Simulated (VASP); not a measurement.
A run of VASP 6.6.1:

File INCAR:

```
ALGO     = Normal         # electronic algorithm
DIPOL    = 0.5 0.5 0.506
EDIFF    = 1E-6           # SCF threshold, eV
ENCUT    = 520            # plane-wave cutoff, eV
GGA      = PE             # functional
IDIPOL   = 3            
ISIF     = 2              # what is computed and relaxed
ISMEAR   = 0              # smearing method
LASPH    = True           # aspherical terms in the spheres
LCHARG   = False          # write CHGCAR
LDIPOL   = True         
LREAL    = False          # projectors in reciprocal space
LWAVE    = False          # write WAVECAR
NBANDS   = 56             # bands
NELM     = 80             # most SCF steps
PREC     = Accurate       # precision mode
SIGMA    = 0.1            # smearing width, eV
```

File KPOINTS:

```
k-points
0
Gamma
  12 12 1
```

POSCAR

```
B5W2
1.0
    3.0950833818      0.0000000000      0.0000000000
   -1.5475416909      2.6804208354      0.0000000000
    0.0000000000      0.0000000000     27.6731199090
W B
4 10
Direct
    0.0000000000      0.0000000000      0.2666697733
    0.6666666667      0.3333333333      0.4091711733
    0.6666666667      0.3333333333      0.5234487097
    0.3333333333      0.6666666667      0.6783665249
    0.6666666667      0.3333333333      0.3259093342
    0.3333333333      0.6666666667      0.3088787284
    0.0000000000      0.0000000000      0.3541331857
    0.0000000000      0.0000000000      0.4648528815
    0.3333333333      0.6666666667      0.4671366584
    0.3333333333      0.6666666667      0.5797544015
    0.0000000000      0.0000000000      0.6276721652
    0.6666666667      0.3333333333      0.6062183080
    0.6666666667      0.3333333333      0.7383783371
    0.0000000000      0.0000000000      0.7369400200
```

Potentials or basis: VASP PAW PBE potentials, release 64 (W_sv, B).

Launch:

```bash
$ cat potpaw_PBE.64/W_sv/POTCAR potpaw_PBE.64/B/POTCAR > POTCAR
$ mpirun -np 1 vasp_std > vasp.out
```

Hardware: 1 thread of Intel(R) Xeon(R) Platinum 8488C (Sapphire Rapids), on a shared host.

Problem. How long does it take, and how much memory?

Solution. Wall time 8.3 min on 1 thread of Intel(R) Xeon(R) Platinum 8488C (Sapphire Rapids), on a shared host, peak memory 0.44 GiB. Counts: scf iterations 41, k points 19.
